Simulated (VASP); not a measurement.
# Pd (I4/mmm) in VASP: notebook

Runs on Pd. Level: BLYP. Tasks: single point.

Everything below comes from runs of VASP 6.6.1. Logs are shortened: lines on timing, memory, paths and dates and some standing lists are left out, and cuts for length are marked.

## (1) The cell of the first run

The typed cell holds 2 atoms: a = 2.848 Å, b = 2.848 Å, c = 4.030 Å, α = 90.00°, β = 90.00°, γ = 90.00°.

## (2) Single point, BLYP, non-collinear spin, typed start, spin-orbit coupling

INCAR reads:

```
AGGAC = 1.0 ; AGGAX = 1.0
ALDAC = 0.0 ; ALDAX = 1.0
ALGO = Normal ; EDIFF = 1E-7
ENCUT = 520 ; GGA = B5
GGA_COMPAT = F ; ISIF = 2
ISMEAR = -1 ; LASPH = T
LCHARG = T ; LMAXMIX = 4
LORBIT = 11 ; LORBMOM = T
LREAL = F ; LSORBIT = T
LVHAR = T ; LWAVE = F
MAGMOM = 0 0 0.5 0 0 -0.5 ; NBANDS = 32
NELM = 150 ; PREC = Accurate
SIGMA = 0.05
```

KPOINTS reads:

```
k-points
0
Gamma
  11 11 8
```

POSCAR reads:

```
Pd
1.0
    2.8477610810      0.0000000000      0.0000000000
    0.0000000000      2.8477610810      0.0000000000
    0.0000000000      0.0000000000      4.0299217005
Pd
2
Direct
    1.0000000000      0.0000000000      0.0000000000
    0.5000000000      0.5000000000      0.5000000000
```

Potentials or basis: VASP PAW PBE potentials, release 64 (Pd).

Command:

```console
cat potpaw_PBE.64/Pd/POTCAR > POTCAR
mpirun -np 1 vasp_ncl > vasp.out
```

OUTCAR:

```text
EDIFF = 1E-7
   ENCUT = 520
   GGA = B5
   ISIF = 2
   ISMEAR = -1
   LASPH = T
   LORBIT = 11
   LREAL = F
   LSORBIT = T
   NELM = 150
   PREC = Accurate

 ion  position               nearest neighbor table
   1  0.000  0.000  0.000-   2 2.85   2 2.85   2 2.85   2 2.85   2 2.85   2 2.85   2 2.85   2 2.85

   2  0.500  0.500  0.500-   1 2.85   1 2.85   1 2.85   1 2.85   1 2.85   1 2.85   1 2.85   1 2.85

  LATTYP: Found a simple tetragonal cell.
 ALAT       =     2.8477610810
 C/A-ratio  =     1.4151193116

  Lattice vectors:

 A1 = (   2.8477610810,   0.0000000000,   0.0000000000)
 A2 = (   0.0000000000,   2.8477610810,   0.0000000000)
 A3 = (   0.0000000000,   0.0000000000,   4.0299217005)

Analysis of symmetry for initial positions (statically):
=====================================================================
 Subroutine PRICEL returns following result:

  LATTYP: Found a body centered tetragonal cell.
 ALAT       =     2.8477610810
 C/A-ratio  =     1.4151193116

  Lattice vectors:

 A1 = (   1.4238805405,  -1.4238805405,  -2.0149608503)
 A2 = (  -1.4238805405,   1.4238805405,  -2.0149608503)
 A3 = (   1.4238805405,   1.4238805405,   2.0149608503)

   2 primitive cells build up your supercell.

 Routine SETGRP: Setting up the symmetry group for a
 simple tetragonal supercell.

 Subroutine GETGRP returns: Found 16 space group operations
 (whereof 16 operations were pure point group operations)
 out of a pool of 16 trial point group operations.

The static configuration has the point symmetry D_4h.

Analysis of symmetry for dynamics (positions and initial velocities):
=====================================================================
 Subroutine PRICEL returns following result:

  LATTYP: Found a body centered tetragonal cell.
 ALAT       =     2.8477610810
 C/A-ratio  =     1.4151193116

  Lattice vectors:

 A1 = (   1.4238805405,  -1.4238805405,  -2.0149608503)
 A2 = (  -1.4238805405,   1.4238805405,  -2.0149608503)
 A3 = (   1.4238805405,   1.4238805405,   2.0149608503)

   2 primitive cells build up your supercell.

 Routine SETGRP: Setting up the symmetry group for a
 simple tetragonal supercell.

 Subroutine GETGRP returns: Found 16 space group operations
 (whereof 16 operations were pure point group operations)
 out of a pool of 16 trial point group operations.

The dynamic configuration has the point symmetry D_4h.

Analysis of structural, dynamic, and magnetic symmetry:
=====================================================================
 Subroutine PRICEL returns:
 Original cell was already a primitive cell.

 Routine SETGRP: Setting up the symmetry group for a
 simple tetragonal supercell.

 Subroutine GETGRP returns: Found 16 space group operations
 (whereof  8 operations were pure point group operations)
 out of a pool of 16 trial point group operations.

The overall configuration has the point symmetry C_4h.
 The point group associated with its full space group is D_4h.

 Subroutine INISYM returns: Found 16 space group operations
 (whereof  8 operations are pure point group operations),
 and found     1 'primitive' translations

----------------------------------------------------------------------------------------

                                     Primitive cell

  volume of cell :      32.6816

  direct lattice vectors                    reciprocal lattice vectors
     2.847761081  0.000000000  0.000000000     0.351153054  0.000000000  0.000000000
     0.000000000  2.847761081  0.000000000     0.000000000  0.351153054  0.000000000
     0.000000000  0.000000000  4.029921701     0.000000000  0.000000000  0.248143779

  length of vectors
     2.847761081  2.847761081  4.029921701     0.351153054  0.351153054  0.248143779

  position of ions in fractional coordinates (direct lattice)
     0.000000000  0.000000000  0.000000000
     0.500000000  0.500000000  0.500000000

  ion indices of the primitive-cell ions
   primitive index   ion index
                 1           1
                 2           2

----------------------------------------------------------------------------------------

 KPOINTS: k-points

Automatic generation of k-mesh.
 Grid dimensions read from file:
 generate k-points for:   11   11    8

 Generating k-lattice:

  Cartesian coordinates                     Fractional coordinates (reciprocal lattice)
     0.031923005  0.000000000  0.000000000     0.090909091  0.000000000  0.000000000
     0.000000000  0.031923005  0.000000000     0.000000000  0.090909091  0.000000000
[... 61 lines left out ...]
   NSW    =      0    number of steps for IOM
   IBRION =     -1    ionic relax: 0-MD 1-quasi-New 2-CG
   NFREE  =      0    steps in history (QN), initial steepest desc. (CG)
   ISIF   =      2    stress and relaxation
   ISYM   =      2    0-nonsym 1-usesym 2-fastsym
   POTIM  = 0.5000    time-step for ionic-motion
   TEBEG  =    0.0;   TEEND  =   0.0 temperature during run
   PSTRESS=    0.0 pullay stress
   NELECT =      20.0000    total number of electrons
   NUPDOWN=      -1.0000    fix difference up-down
   EMIN   =  10.00;   EMAX   =-10.00  energy-range for DOS
   EFERMI =   0.00;   METHOD = LEGACY
   ISMEAR =    -1;   SIGMA  =   0.05  broadening in eV -4-tet -1-fermi 0-gaus
   EFERMI_NEDOS =   21; number of points for ismear=-14 and -15
   IALGO  =     38    algorithm
   IMIX   =      4    mixing-type and parameters
     AMIX     =   0.40;   BMIX     =  1.00
     AMIX_MAG =   1.60;   BMIX_MAG =  1.00
  volume/ion in A,a.u.               =      16.34       110.27
  Fermi-wavevector in a.u.,A,eV,Ry     =   1.389900  2.626530 26.284039  1.931822
  Thomas-Fermi vector in A             =   2.513887
   LORBIT       =     11    0 simple, 1 ext, 2 COOP (PROOUT), +10 PAW based schemes
   GGA     = B5    functional components
   LHFCALC =     F    Hartree Fock is set to
   AEXX    =    0.0000 exact exchange contribution
   IVDW    =     0    specifies the selected vdW correction
   LEPSILON=     F    determine dielectric tensor
   LRPA    =     F    only Hartree local field effects (RPA)
  energy-cutoff  :      520.00
  volume of cell :       32.68
 maximum number of plane-waves:      1806
 NGX is ok and might be reduce to    24
   NGX = 11   NGY = 11   NGZ = 15

 number of electron      19.9999993 magnetization      -0.0000000     -0.0000000      0.0000000

 number of electron      19.9999993 magnetization       0.0000000      0.0000000     -0.0000000

 Free energy of the ion-electron system (eV)
  ---------------------------------------------------
  ext. energy  EPLUGINS =         0.00000000
  ---------------------------------------------------
  free energy    TOTEN  =        -8.86045735 eV

  energy without entropy =       -8.81845853  energy(sigma->0) =       -8.83945794

 E-fermi :   8.6790     XC(G=0): -11.9371

 val. band max:        8.6768758341   @ k =   0.4545   0.3636   0.2500
 cond. band min:       8.6817567802   @ k =   0.4545   0.2727   0.2500
 fundamental gap:      0.0048809461
 Fermi energy:         8.6790315794

 k-point     1 :       0.0000    0.0000    0.0000
  band No.  band energies     occupation
      1       2.4158      1.00000
      2       2.4158      1.00000
      3       4.1010      1.00000
      4       4.1010      1.00000
      5       4.3180      1.00000
      6       4.3180      1.00000
[... 829 lines left out ...]
     31      25.5114      0.00000
     32      25.5114      0.00000

 [... further k-points ...]

------------------------ aborting loop because EDIFF is reached ----------------------------------------

  FORCE on cell =-STRESS in cart. coord.  units (eV):
  Direction    XX          YY          ZZ          XY          YZ          ZX
  --------------------------------------------------------------------------------------
  -------------------------------------------------------------------------------------
  Total        0.0896843      0.0896843      0.0855420      0.0000000      0.0000000     -0.0000000
  in kB        4.3966657      4.3966657      4.1935943      0.0000000      0.0000000     -0.0000000
  external PRESSURE =       4.3289752 kB  Pullay stress =       0.0000000 kB

 VOLUME and BASIS-vectors are now :
 -----------------------------------------------------------------------------
  energy-cutoff  :      520.00
  volume of cell :       32.68
      direct lattice vectors                 reciprocal lattice vectors
     2.847761081  0.000000000  0.000000000     0.351153054  0.000000000  0.000000000
     0.000000000  2.847761081  0.000000000     0.000000000  0.351153054  0.000000000
     0.000000000  0.000000000  4.029921701     0.000000000  0.000000000  0.248143779

 POSITION                                       TOTAL-FORCE (eV/Angst)
 -----------------------------------------------------------------------------------
      0.00000      0.00000      0.00000         0.000000      0.000000      0.000000
      1.42388      1.42388      2.01496         0.000000      0.000000      0.000000
 -----------------------------------------------------------------------------------
    total drift:                                0.000000     -0.000000     -0.000000

  FREE ENERGIE OF THE ION-ELECTRON SYSTEM (eV)
  ---------------------------------------------------
  free  energy   TOTEN  =        -8.8604573542 eV

  energy  without entropy=       -8.8184585277  energy(sigma->0) =       -8.83945794

 orbital moment (x)

 # of ion     p       d       tot
 ----------------------------------------
  1         0.000   0.000   0.000
  2         0.000  -0.000  -0.000
 ----------------------------------------
            0.000   0.000   0.000

 orbital moment (y)

 # of ion     p       d       tot
 ----------------------------------------
  1         0.000   0.000   0.000
  2        -0.000  -0.000  -0.000
 ----------------------------------------
           -0.000   0.000   0.000

 orbital moment (z)

 # of ion     p       d       tot
 ----------------------------------------
  1         0.000   0.000   0.000
  2        -0.000  -0.000  -0.000
 ----------------------------------------
           -0.000  -0.000  -0.000

 Spin-Orbit-Coupling matrix elements

 Ion:    1  E_soc:     -0.0864734
 l=   1
     0.0000000    -0.0021142    -0.0021124
    -0.0021142     0.0000000    -0.0021142
    -0.0021124    -0.0021142     0.0000000
 l=   2
     0.0000000    -0.0023898     0.0000000    -0.0023898    -0.0098820
    -0.0023898     0.0000000    -0.0073255    -0.0025075    -0.0025380
     0.0000000    -0.0073255     0.0000000    -0.0073255     0.0000000
    -0.0023898    -0.0025075    -0.0073255     0.0000000    -0.0025380
    -0.0098820    -0.0025380     0.0000000    -0.0025380     0.0000000
 l=   3
     0.0000000     0.0000000     0.0000000     0.0000000     0.0000000     0.0000000     0.0000000
     0.0000000     0.0000000     0.0000000     0.0000000     0.0000000     0.0000000     0.0000000
     0.0000000     0.0000000     0.0000000     0.0000000     0.0000000     0.0000000     0.0000000
     0.0000000     0.0000000     0.0000000     0.0000000     0.0000000     0.0000000     0.0000000
     0.0000000     0.0000000     0.0000000     0.0000000     0.0000000     0.0000000     0.0000000
     0.0000000     0.0000000     0.0000000     0.0000000     0.0000000     0.0000000     0.0000000
     0.0000000     0.0000000     0.0000000     0.0000000     0.0000000     0.0000000     0.0000000

 Ion:    2  E_soc:     -0.0864734
 l=   1
     0.0000000    -0.0021142    -0.0021124
    -0.0021142     0.0000000    -0.0021142
    -0.0021124    -0.0021142     0.0000000
 l=   2
     0.0000000    -0.0023898     0.0000000    -0.0023898    -0.0098820
    -0.0023898     0.0000000    -0.0073255    -0.0025075    -0.0025380
     0.0000000    -0.0073255     0.0000000    -0.0073255     0.0000000
    -0.0023898    -0.0025075    -0.0073255     0.0000000    -0.0025380
    -0.0098820    -0.0025380     0.0000000    -0.0025380     0.0000000
 l=   3
     0.0000000     0.0000000     0.0000000     0.0000000     0.0000000     0.0000000     0.0000000
     0.0000000     0.0000000     0.0000000     0.0000000     0.0000000     0.0000000     0.0000000
     0.0000000     0.0000000     0.0000000     0.0000000     0.0000000     0.0000000     0.0000000
     0.0000000     0.0000000     0.0000000     0.0000000     0.0000000     0.0000000     0.0000000
     0.0000000     0.0000000     0.0000000     0.0000000     0.0000000     0.0000000     0.0000000
     0.0000000     0.0000000     0.0000000     0.0000000     0.0000000     0.0000000     0.0000000
     0.0000000     0.0000000     0.0000000     0.0000000     0.0000000     0.0000000     0.0000000

 total charge

# of ion       s       p       d       tot
------------------------------------------
    1        0.431   0.366   8.492   9.289
    2        0.431   0.366   8.492   9.289
--------------------------------------------------
tot          0.862   0.731  16.984  18.577

 magnetization (x)

# of ion       s       p       d       tot
------------------------------------------
    1        0.000  -0.000   0.000  -0.000
    2        0.000   0.000   0.000   0.000
--------------------------------------------------
tot          0.000  -0.000   0.000  -0.000

 magnetization (y)

# of ion       s       p       d       tot
------------------------------------------
    1       -0.000   0.000   0.000   0.000
    2       -0.000   0.000   0.000   0.000
--------------------------------------------------
tot         -0.000   0.000   0.000   0.000

 magnetization (z)

# of ion       s       p       d       tot
------------------------------------------
    1        0.000   0.000   0.000   0.000
    2       -0.000  -0.000  -0.000  -0.000
--------------------------------------------------
tot          0.000   0.000   0.000   0.000
```

Wall time 72 s (1 thread of Intel Xeon 6975P-C (Granite Rapids), shared host); peak memory 0.31 GiB.

Results:

* Free energy: -8.8605 eV
* Pressure: 0.4 GPa
* Net moment: 0.00 μB per cell
* Valence electrons inside the program's atomic spheres: Pd 9.29

Moments on the atoms (μB; x, y, z):
```
Pd  0.00 0.00 0.00
Pd  0.00 0.00 0.00
```

Caveat: the PAW data sets were made with another functional, which shifts forces and pressure a little.

## (3) Single point, BLYP, collinear spin (14.38 Å³/atom)

This run uses another cell than the first one, of 14.38 Å³/atom.

INCAR reads:

```
SYSTEM = Pd
  AGGAC = 1.0
  AGGAX = 1.0
  ALDAC = 0.0
  ALDAX = 1.0
  ALGO = Normal
  EDIFF = 1E-7
  ENCUT = 520
  GGA = B5
  ISIF = 2
  ISMEAR = -1
  ISPIN = 2
  LASPH = .TRUE.
  LCHARG = .FALSE.
  LMAXMIX = 4
  LORBIT = 11
  LREAL = .FALSE.
  LWAVE = .FALSE.
  MAGMOM = 0.5 -0.5
  NBANDS = 21
  NELM = 150
  PREC = Accurate
  SIGMA = 0.05
```

KPOINTS reads:

```
k-points
0
G
  18 18 13
  0 0 0
```

POSCAR reads:

```
Pd
1.0
    2.7289637983      0.0000000000      0.0000000000
    0.0000000000      2.7289637983      0.0000000000
    0.0000000000      0.0000000000      3.8618093716
Pd
2
Direct
    1.0000000000      0.0000000000      0.0000000000
    0.5000000000      0.5000000000      0.5000000000
```

Potentials or basis: VASP PAW PBE potentials, release 64 (Pd).

Command:

```console
cat potpaw_PBE.64/Pd/POTCAR > POTCAR
mpirun -np 1 vasp_std > vasp.out
```

It took 10 min on 1 thread of Intel Xeon 8259CL, shared host; peak memory 0.4 GiB.

It converged, with:

| Item | Value |
| --- | --- |
| Free energy | -8.5105 eV |
| Pressure | 24.9 GPa |
| Band gap on the k mesh | zero (filled and empty bands overlap) |
| Net moment | 0.00 μB per cell |
| Valence electrons inside the program's atomic spheres | Pd 9.53 |

Levels at points of the mesh, in eV from the Fermi level:
Spin up:
| k point | band 6 | band 7 | band 8 | band 9 | band 10 | band 11 | band 12 | band 13 | band 14 | band 15 |
| --- | --- | --- | --- | --- | --- | --- | --- | --- | --- | --- |
| (0.00, 0.00, 0.00) | -2.97 | -1.31 | -1.30 | -0.07 | 0.30 | 0.30 | 3.53 | 11.11 | 13.45 | 13.45 |
| (0.50, 0.00, 0.00) | -3.13 | -1.98 | -1.98 | -1.34 | -1.34 | 2.46 | 2.46 | 12.93 | 12.93 | 13.31 |
| (0.50, 0.50, 0.00) | -0.07 | 0.30 | 0.30 | 0.31 | 0.31 | 3.55 | 3.55 | 11.13 | 11.13 | 13.43 |
Spin down:
| k point | band 7 | band 8 | band 9 | band 10 | band 11 | band 12 | band 13 | band 14 |
| --- | --- | --- | --- | --- | --- | --- | --- | --- |
| (0.00, 0.00, 0.00) | -1.31 | -1.30 | -0.07 | 0.30 | 0.30 | 3.53 | 11.11 | 13.45 |
| (0.50, 0.00, 0.00) | -1.98 | -1.98 | -1.34 | -1.34 | 2.46 | 2.46 | 12.93 | 12.93 |
| (0.50, 0.50, 0.00) | 0.30 | 0.30 | 0.31 | 0.31 | 3.55 | 3.55 | 11.13 | 11.13 |

Caveat: the cell stands under pressure; the PAW data sets were made with another functional, which shifts forces and pressure a little.

## (4) Single point, BLYP, collinear spin (17.65 Å³/atom)

This run uses another cell than the first one, of 17.65 Å³/atom.

INCAR reads:

```
PREC = Accurate
ENCUT = 520
EDIFF = 1E-7
ISMEAR = -1
SIGMA = 0.05
LREAL = F
LASPH = T
NELM = 150
ALGO = Normal
ISIF = 2
LWAVE = F
LCHARG = F
ISPIN = 2
MAGMOM = 0.5 -0.5
LORBIT = 11
LMAXMIX = 4
GGA = B5
ALDAX = 1.0
AGGAX = 1.0
AGGAC = 1.0
ALDAC = 0.0
NBANDS = 21
```

KPOINTS reads:

```
regular mesh
0
Gamma
  18 18 13
```

POSCAR reads:

```
Pd
1.0
    2.9217617702      0.0000000000      0.0000000000
    0.0000000000      2.9217617702      0.0000000000
    0.0000000000      0.0000000000      4.1346415049
Pd
2
Direct
    1.0000000000      0.0000000000      0.0000000000
    0.5000000000      0.5000000000      0.5000000000
```

Command:

```console
cat potpaw_PBE.64/Pd/POTCAR > POTCAR
mpirun -np 1 vasp_std > vasp.out
```

Run time: 2.6 min. Hardware: 1 thread of Intel Xeon 6975P-C (Granite Rapids), shared host; peak memory 0.47 GiB.

It converged, with:

```
Free energy                                           : -8.7111 eV
Pressure                                              : -8.1 GPa
Band gap on the k mesh                                : zero (filled and empty bands overlap)
Net moment                                            : 0.00 μB per cell
Valence electrons inside the program's atomic spheres : Pd 9.18
```

Levels at points of the mesh, in eV from the Fermi level:
Spin up:
```
           k point  band 6  band 7  band 8  band 9  band 10  band 11  band 12  band 13  band 14  band 15
(0.00, 0.00, 0.00)   -2.14   -0.95   -0.94   -0.07     0.20     0.20     3.53     9.09    12.29    12.29
(0.50, 0.00, 0.00)   -2.20   -1.40   -1.40   -0.95    -0.95     2.02     2.02    11.32    11.32    11.50
(0.50, 0.50, 0.00)   -0.07    0.20    0.20    0.20     0.20     3.54     3.54     9.10     9.10    12.28
```
Spin down:
| k point | band 6 | band 7 | band 8 | band 9 | band 10 | band 11 | band 12 | band 13 | band 14 | band 15 |
| --- | --- | --- | --- | --- | --- | --- | --- | --- | --- | --- |
| (0.00, 0.00, 0.00) | -2.14 | -0.95 | -0.94 | -0.07 | 0.20 | 0.20 | 3.53 | 9.09 | 12.29 | 12.29 |
| (0.50, 0.00, 0.00) | -2.20 | -1.40 | -1.40 | -0.95 | -0.95 | 2.02 | 2.02 | 11.32 | 11.32 | 11.50 |
| (0.50, 0.50, 0.00) | -0.07 | 0.20 | 0.20 | 0.20 | 0.20 | 3.54 | 3.54 | 9.10 | 9.10 | 12.28 |

Caveat: the cell stands under tension; the PAW data sets were made with another functional, which shifts forces and pressure a little.

## (5) Summary

```tsv
spin	cell	k mesh	gap on the mesh (eV)	pressure (GPa)	moment (μB)
non-collinear, typed start, SOC	a = 2.848, b = 2.848, c = 4.030 Å, 2 atoms	11 × 11 × 8	-	0.4	0.00
collinear	a = 2.729, b = 2.729, c = 3.862 Å, 2 atoms	18 × 18 × 13	none	24.9	0.00
collinear	a = 2.922, b = 2.922, c = 4.135 Å, 2 atoms	18 × 18 × 13	none	-8.1	0.00
```

Alike in all rows: task single point; level BLYP; potentials or basis VASP PAW PBE potentials, release 64 (Pd); cutoff (eV) 520; smearing fermi-dirac 0.05 eV.

Caveats: the PAW data sets were made with another functional, which shifts forces and pressure a little; the cell stands under pressure (at least some runs); the cell stands under tension (at least some runs).

Absolute energies hang on the potentials; compare differences alone.
